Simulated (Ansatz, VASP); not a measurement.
## Two plane-wave programs on SnSe

```xyz
2
Lattice="0.0000 3.0903 3.0903 3.0903 0.0000 3.0903 3.0903 3.0903 0.0000" Properties=species:S:1:pos:R:3 pbc="T T T"
Sn    0.0000    0.0000    0.0000
Se    3.0903    3.0903    3.0903
```

Alike in both runs: task single point; functional PBE; k mesh 10 × 10 × 10; occupations gaussian, width 0.02 eV; no spin polarisation.

```csv
,VASP,Ansatz
version,VASP 6.6.1,Ansatz 0.2.0
potentials or method,"VASP PAW PBE potentials, release 64 (Sn_d, Se), cutoff 520 eV","scalar-relativistic, plane waves, PAW"
valence electrons in the cell,20,30
```

```tsv
	VASP	Ansatz	Ansatz less VASP
gap on the k mesh at the Fermi level (eV)	0.26	0.26	-0.001
least direct gap on the mesh (eV)	0.26	0.26	-0.001
pressure (GPa)	-2.5	-2.5	+0.02
```

With one functional, cell and mesh, what is left measures potentials, basis and numerics. VASP's potentials hold 20 valence electrons a cell and Ansatz's 30, so a difference there can come from the potentials and not from the codes.
